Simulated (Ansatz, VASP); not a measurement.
# Lu3Au: VASP beside Ansatz

```
Lu Au
1.0
     0.00000    3.67106    3.67106
     3.67106    0.00000    3.67106
     3.67106    3.67106    0.00000
Lu Au
3 1
Direct
  0.25000 0.25000 0.25000
  0.75000 0.75000 0.75000
  0.50000 0.50000 0.50000
  0.00000 0.00000 0.00000
```

Change from the starting cell: species swapped into the Li3Rh type (Fm-3m, No. 225).

Alike in both runs: functional PBE; k mesh 12 × 12 × 12; occupations gaussian, width 0.1 eV; no spin polarisation.

Ansatz relaxed the structure, and its values are those at the end. VASP's run is a single point on that final structure, the one shown.

```csv
,VASP,Ansatz
version,VASP 6.6.1,Ansatz 0.2.0
potentials or method,"VASP PAW PBE potentials, release 64 (Lu, Au), cutoff 520 eV","scalar-relativistic, plane waves, PAW"
valence electrons in the cell,86,94
```

|  | VASP | Ansatz | Ansatz less VASP |
| --- | --- | --- | --- |
| gap on the k mesh at the Fermi level (eV) | none | none | - |
| pressure (GPa) | 0.1 | 0.0 | -0.16 |

A gap of «none» marks a metal or a gap that the smearing closes. With one functional, cell and mesh, what is left measures potentials, basis and numerics. VASP's potentials hold 86 valence electrons a cell and Ansatz's 94, so a difference there can come from the potentials and not from the codes.

Spin-orbit coupling is off throughout.
